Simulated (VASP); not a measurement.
Crystal: ZnSe.

```
Zn Se
1.0
     0.00000    2.83242    2.83242
     2.83242    0.00000    2.83242
     2.83242    2.83242    0.00000
Zn Se
1 1
Cartesian
  0.0000 0.0000 0.0000
  1.4162 1.4162 1.4162
```

Program: VASP 6.6.1. Alike in all runs: task single point; no spin polarisation; cell as given; cutoff (eV) 520; smearing gaussian 0.01 eV.

Order these runs on this cell by their band gap on the k mesh, lowest first.
A. level PBE-based screened hybrid; potentials or basis VASP PAW PBE potentials, release 64 (Zn, Se); k mesh 4 × 4 × 4; grid for exact exchange (PRECFOCK) Normal; share of exact exchange 0.75; screening parameter 0.3 1/Å
B. level LDA; potentials or basis VASP PAW LDA potentials, release 64 (Zn, Se); k mesh 4 × 4 × 4
C. level r2SCAN+D3(BJ); potentials or basis VASP PAW PBE potentials, release 64 (Zn, Se); k mesh 6 × 6 × 6
D. level PBE-based screened hybrid; potentials or basis VASP PAW PBE potentials, release 64 (Zn, Se); k mesh 4 × 4 × 4; grid for exact exchange (PRECFOCK) Normal; share of exact exchange 0.35; screening parameter 0.2078 1/Å
E. level r2SCAN; potentials or basis VASP PAW PBE potentials, release 64 (Zn, Se); k mesh 6 × 6 × 6, shifted

B (1.05 eV), C (1.87 eV), E (2.49 eV), D (2.92 eV), A (4.30 eV).

Caveats: some runs use coarse meshes.

A k mesh can miss the band edges.
